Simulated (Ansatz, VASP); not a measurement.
**Two plane-wave programs on Sc**

```xyz
2
Lattice="3.3088 0.0000 0.0000 -1.6544 2.8655 -0.0143 0.0000 -0.0263 5.2680" Properties=species:S:1:pos:R:3 pbc="T T T"
Sc    0.0000    1.9038    1.3074
Sc    1.6544    0.9354    3.9462
```

Change from the starting cell: strain -0.0100 x Voigt [0, 0, 0, 1, 0, 0], atoms carried along.

Alike in both runs: task single point; functional PBE; k mesh 18 × 18 × 10; occupations gaussian, width 0.15 eV; no spin polarisation.

|  | VASP | Ansatz |
| --- | --- | --- |
| version | VASP 6.6.1 | Ansatz 0.2.0 |
| potentials or method | VASP PAW PBE potentials, release 64 (Sc_sv), cutoff 520 eV | scalar-relativistic, plane waves, PAW |
| valence electrons in the cell | 22 | 22 |

```tsv
	VASP	Ansatz	Ansatz less VASP
gap on the k mesh at the Fermi level (eV)	none	none	-
pressure (GPa)	-0.6	-0.6	-0.05
traceless stress, the component that is largest in VASP (GPa)	-1.03	-1.03	-0.002
```

A gap of «none» marks a metal or a gap that the smearing closes. With one functional, cell and mesh, what is left measures potentials, basis and numerics.
